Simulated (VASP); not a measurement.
Here is a VASP 6.6.1 calculation.

The input POSCAR:

```
Ge
1.0
    1.4390634700     -2.6785314800      0.0000000000
    1.4390634700      2.6785314800      0.0000000000
    0.0000000000      0.0000000000      2.7387044650
Ge
1
Direct
    0.5000000000      0.5000000000      0.0000000000
```

Contents of INCAR.step1:

```
  ALGO = Normal
  EDIFF = 1E-4
  ENCUT = 520
  GGA = PE
  ISMEAR = 0
  LASPH = T
  LCHARG = F
  LREAL = F
  LWAVE = T
  NBANDS = 13
  NELM = 100
  PREC = Accurate
  SIGMA = 0.15
```

File INCAR.step2:

```
  ALGO = Normal
  EDIFF = 1E-6
  ENCUT = 520
  ISIF = 2
  ISMEAR = 0
  ISTART = 1
  LASPH = T
  LCHARG = T
  LELF = T
  LMIXTAU = T
  LREAL = F
  LVHAR = T
  LWAVE = F
  METAGGA = R2SCAN
  NBANDS = 13
  NELM = 100
  PREC = Accurate
  SIGMA = 0.15
```

The input KPOINTS:

```
k-points
0
Gamma
  20 20 18
```

Potentials or basis: VASP PAW PBE potentials, release 64 (Ge_d).

Command:

```sh
$ cat potpaw_PBE.64/Ge_d/POTCAR > POTCAR
$ cp INCAR.step1 INCAR
$ mpirun -np 1 vasp_std > vasp.out
$ cp INCAR.step2 INCAR
$ mpirun -np 1 vasp_std > vasp.out
```

Task: Estimate the pressure.

Result: -7.0 GPa.

Task: Estimate the band gap on the k mesh.

Result: Zero (bands 7 and 8 overlap by 9.49 eV).

Stress tensor (GPa, compression positive):
```
-7.33  0.00  0.00
 0.00 -7.78  0.00
 0.00  0.00 -5.98
```

Caveat: the cell differs from its parent crystal (strain +0.030 along x and y, +0.015 along z); the cell stands under tension; the PAW data sets were made with another functional, which shifts forces and pressure a little.
